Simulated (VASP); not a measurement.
InAs:

```xyz
2
Lattice="0.0000 2.8773 2.8773 2.8773 0.0000 2.8773 2.8773 2.8773 0.0000" Properties=species:S:1:pos:R:3 pbc="T T T"
In    2.8773    2.8773    2.8773
As    0.0000    0.0000    0.0000
```

```yaml
Program: VASP 6.6.1
Task: relaxation of cell and atoms
Functional: HSE06
Potentials_or_basis: VASP PAW PBE potentials, release 64 (In_d, As)
Cutoff: 600 eV
k_mesh: 4 × 4 × 4
Occupations: fermi-dirac, width 0.05 eV
Spin: no spin polarisation
```

At the start: pressure -2.1 GPa; volume 23.82 Å³/atom.

Problem. How do energy, volume and symmetry change on relaxing?

Solution. Over 4 steps the energy falls by 5.0 meV/atom and the volume is 23.08 Å³/atom (-3.1 %); space group Fm-3m (No. 225, to 0.1 Å) before and after.

Step by step:
```
step  energy change (eV)  largest force (eV/Å)  pressure (GPa)  volume (Å³)
   1              0.0000                0.0000           -2.13        47.64
   2             -0.0084                0.0000            0.57        45.49
   3             -0.0100                0.0000            0.11        46.09
   4             -0.0100                0.0000            0.00        46.16
```

Final structure:
```cif
data_structure
_symmetry_space_group_name_H-M 'P 1'
_symmetry_Int_Tables_number 1
_cell_length_a 4.0265
_cell_length_b 4.0265
_cell_length_c 4.0265
_cell_angle_alpha 60.000
_cell_angle_beta 60.000
_cell_angle_gamma 60.000
_cell_volume 46.16
loop_
_atom_site_label
_atom_site_type_symbol
_atom_site_fract_x
_atom_site_fract_y
_atom_site_fract_z
_atom_site_occupancy
In1 In 0.50000 0.50000 0.50000 1
As1 As 0.00000 0.00000 0.00000 1
```

Caveat: the k points lie up to 0.48 Å⁻¹ apart in the final cell, too coarse for converged energies and pressures of a metal; the PAW data sets were made with another functional, which shifts forces and pressure a little.
